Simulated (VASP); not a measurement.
**Ge: single point with PBEsol**

The system is Ge.

```
Ge
1.0
    -2.49590    2.65086    1.43695
     2.49590   -2.65086    1.43695
     2.49590    2.65086   -1.43695
Ge
2
Cartesian
  0.0000 1.3254 0.1841
  2.4959 1.3254 1.2529
```

```json
{"Program": "VASP 6.6.1", "Task": "single point", "Functional": "PBEsol", "Potentials or basis": "VASP PAW PBE potentials, release 64 (Ge_d)", "Cutoff": "500 eV", "k mesh": "7 × 7 × 7", "Occupations": "fermi-dirac, width 0.03 eV", "Spin": "no spin polarisation"}
```

- Pressure: -3.3 GPa
- Largest force: 0.079 eV/Å
- Band gap on the k mesh: zero (band 14 reaches 8.36 eV, above the bottom of band 15 at 3.88 eV)

Forces on the atoms (eV/Å):
```
Ge   0.000  0.000  0.079
Ge   0.000  0.000 -0.079
```

Stress tensor (GPa, compression positive):
```
-1.25  0.00  0.00
 0.00 -5.55  0.00
 0.00  0.00 -2.98
```

Levels at points of the mesh, in eV from the Fermi level:
| k point | band 10 | band 11 | band 12 | band 13 | band 14 | band 15 | band 16 | band 17 | band 18 | band 19 |
| --- | --- | --- | --- | --- | --- | --- | --- | --- | --- | --- |
| (0.00, 0.00, 0.00) | -24.26 | -13.00 | -3.72 | -2.24 | -1.80 | 3.54 | 7.05 | 7.27 | 7.99 | 8.32 |

It took 25 s on 1 thread of Intel(R) Xeon(R) 6975P-C (Granite Rapids) (shared host), peak memory 0.18 GiB.

Caveat: the k points lie up to 0.36 Å⁻¹ apart; the PAW data sets were made with another functional, which shifts forces and pressure a little.
